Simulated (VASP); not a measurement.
C, 2 atoms in the cell. It takes space group Fd-3m (No. 227, cubic). The conventional cell has a = 3.536 Å, b = 3.536 Å, c = 3.536 Å, α = 90.00°, β = 90.00°, γ = 90.00°. C (site symmetry -43m) has 4 C at 1.53 Å within 2.0 Å. 

| Property | Result |
| --- | --- |
| Program | VASP 6.6.1 |
| Task | single point |
| Functional | PBEsol |
| Potentials or basis | VASP PAW PBE potentials, release 64 (C_h) |
| Cutoff | 910 eV |
| k mesh | 10 × 10 × 10 |
| Occupations | gaussian, width 0.01 eV |
| Spin | no spin polarisation |
| Dipole correction | no |
| Second run | hard_potentials |
| Further INCAR settings | ALGO = Normal; EDIFF = 1e-06; NBANDS = 11 |

Potentials or basis: VASP PAW PBE potentials, release 64 (C_h).

Launch:

```bash
$ cat potpaw_PBE.64/C_h/POTCAR > POTCAR
$ mpirun -np 1 vasp_std > vasp.out
```

Hardware: 1 thread of AMD EPYC 7R13 Processor (Zen 3), on a shared host.

**Question.** Estimate the wall time of this run.

**Answer.** Run time: 13 s on 1 thread of AMD EPYC 7R13 Processor (Zen 3), with other jobs on the host, peak memory 0.12 GiB. Counts: scf iterations 11, k points 47.
